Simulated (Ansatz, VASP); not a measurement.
# One calculation of Ga4Sb5, two programs

```
Sb Ga
1.0
     4.32608    0.00000    0.00000
     0.00000    4.32608    0.00000
     0.00000    0.00000   30.23600
Sb Ga
5 4
Cartesian
  0.0000 2.1630 9.0000
  2.1630 0.0000 12.0590
  0.0000 2.1630 15.1835
  2.1630 0.0000 18.3639
  0.0000 2.1630 21.5437
  2.1630 2.1630 10.5295
  0.0000 0.0000 13.5885
  2.1630 2.1630 16.7744
  0.0000 0.0000 19.9658
```

Alike in both runs: task single point; functional PBE; k mesh 14 × 14 × 1; occupations gaussian, width 0.05 eV; no spin polarisation.

|  | VASP | Ansatz |
| --- | --- | --- |
| version | VASP 6.6.1 | Ansatz 0.2.0 |
| potentials or method | VASP PAW PBE potentials, release 64 (Sb, Ga_d), cutoff 520 eV | scalar-relativistic, plane waves, PAW |
| valence electrons in the cell | 77 | 127 |

Ansatz gave:

* gap on the k mesh at the Fermi level (eV): none
* rms of the force components (eV/Å): 0.077

Q: Estimate VASP's values.

A: gap on the k mesh at the Fermi level (eV): none; rms of the force components (eV/Å): 0.078.

A gap of «none» marks a metal or a gap that the smearing closes. VASP's potentials hold 77 valence electrons a cell and Ansatz's 127, so a difference there can come from the potentials and not from the codes. Ansatz's warnings: published levels not confirmed, xc potential rough in thin density.

Neither program's run includes spin-orbit coupling.
